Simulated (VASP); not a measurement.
The system is Ga.

```
CELL_PARAMETERS angstrom
2.89541 0.00000 0.00000
-1.44770 2.50750 0.00000
0.00000 0.00000 2.72168
ATOMIC_POSITIONS crystal
Ga 0.00000 0.00000 0.00000
```

* Program: VASP 6.6.1
* Task: relaxation of cell and atoms
* Functional: PBE
* Potentials or basis: VASP PAW PBE potentials, release 64 (Ga_d)
* Cutoff: 600 eV
* k mesh: 17 × 17 × 15
* Occupations: fermi-dirac, width 0.05 eV
* Spin: no spin polarisation

At the start: pressure -0.9 GPa; volume 19.76 Å³/atom.

Q: How do energy, volume and symmetry change on relaxing?

A: Over 7 steps the energy falls by 2.2 meV/atom and the volume is 19.37 Å³/atom (-2.0 %); space group P6/mmm (No. 191, to 0.05 Å).

The path:
```
step  energy change (eV)  largest force (eV/Å)  pressure (GPa)  volume (Å³)
   1              0.0000                0.0000           -0.87        19.76
   2             -0.0018                0.0000           -0.10        19.46
   3             -0.0020                0.0000            0.24        19.31
   4             -0.0022                0.0000            0.10        19.36
   5             -0.0022                0.0000            0.02        19.37
   6             -0.0022                0.0000            0.11        19.36
   7             -0.0022                0.0000            0.01        19.37
```

Final structure:
```xyz
1
Lattice="2.8580 0.0000 0.0000 -1.4290 2.4751 0.0000 0.0000 0.0000 2.7376" Properties=species:S:1:pos:R:3 pbc="T T T"
Ga    0.0000    0.0000    0.0000
```
